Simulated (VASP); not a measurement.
AgW:

```xyz
2
Lattice="0.0000 2.6313 2.6313 2.6313 0.0000 2.6313 2.6313 2.6313 0.0000" Properties=species:S:1:pos:R:3 pbc="T T T"
Ag    0.0000    0.0000    0.0000
W     2.6313    2.6313    2.6313
```

- Program: VASP 6.6.1
- Task: relaxation of cell and atoms
- Functional: PBE
- Potentials or basis: VASP PAW PBE potentials, release 64 (Ag, W_sv)
- Cutoff: 600 eV
- k mesh: 6 × 6 × 6
- Occupations: gaussian, width 0.1 eV
- Spin: no spin polarisation

At the start: pressure 7.5 GPa; volume 18.22 Å³/atom.

Problem. Where does the relaxation end?

Solution. Over 3 steps the energy falls by 18.2 meV/atom and the volume is 19.05 Å³/atom (+4.6 %); space group Fm-3m (No. 225, to 0.1 Å) before and after.

The path:
| step | energy change (eV) | largest force (eV/Å) | pressure (GPa) | volume (Å³) |
| --- | --- | --- | --- | --- |
| 1 | 0.0000 | 0.0000 | 7.48 | 36.44 |
| 2 | 0.0635 | 0.0000 | -9.73 | 41.11 |
| 3 | -0.0365 | 0.0000 | -0.15 | 38.10 |

Final structure:
```xyz
2
Lattice="0.0000 2.6708 2.6708 2.6708 0.0000 2.6708 2.6708 2.6708 0.0000" Properties=species:S:1:pos:R:3 pbc="T T T"
Ag    0.0000    0.0000    0.0000
W     2.6708    2.6708    2.6708
```
